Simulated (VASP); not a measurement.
A run of VASP 6.6.1 is set up as follows.

Contents of POSCAR:

```
SnSe
1.0
    0.0000000000      3.0021131537      3.0021131537
    3.0021131537      0.0000000000      3.0021131537
    3.0021131537      3.0021131537      0.0000000000
Sn Se
1 1
Direct
    0.0000000000      0.0000000000      0.0000000000
    0.5000000000      0.5000000000      0.5000000000
```

INCAR.step1

```
SYSTEM = SnSe
PREC = Accurate
ENCUT = 400
EDIFF = 1E-5
ISMEAR = -1
SIGMA = 0.02
LREAL = .FALSE.
LASPH = .TRUE.
NELM = 120
ALGO = Normal
ISIF = 2
LWAVE = .TRUE.
LCHARG = .FALSE.
NBANDS = 17
GGA = PE
GGA_COMPAT = .FALSE.
```

The input INCAR.step2:

```
SYSTEM = SnSe
PREC = Accurate
ENCUT = 400
EDIFF = 1E-6
ISMEAR = -1
SIGMA = 0.02
LREAL = .FALSE.
LASPH = .TRUE.
NELM = 120
ALGO = Normal
ISIF = 2
LWAVE = .FALSE.
LCHARG = .FALSE.
GGA = PE
LHFCALC = .TRUE.
HFSCREEN = 0.2079
PRECFOCK = Normal
NBANDS = 17
ISTART = 1
GGA_COMPAT = .FALSE.
```

Contents of KPOINTS:

```
regular mesh
0
G
  6 6 6
  0 0 0
```

Potentials or basis: VASP PAW PBE potentials, release 64 (Sn_d, Se).

Run with:

```console
$ cat potpaw_PBE.64/Sn_d/POTCAR potpaw_PBE.64/Se/POTCAR > POTCAR
$ cp INCAR.step1 INCAR
$ mpirun -np 1 vasp_std > vasp.out
$ cp INCAR.step2 INCAR
$ mpirun -np 1 vasp_std > vasp.out
```

Problem. Estimate the pressure.

Solution. -0.3 GPa.

Problem. What does it give for the band gap on the k mesh?

Solution. 0.43 eV.

Caveat: the structure was generated, so it needn't be the stable form of SnSe; the PAW data sets were made with another functional, which shifts forces and pressure a little; spin-orbit coupling is left out, which moves the levels of the heavy elements. A k mesh can miss the band edges.
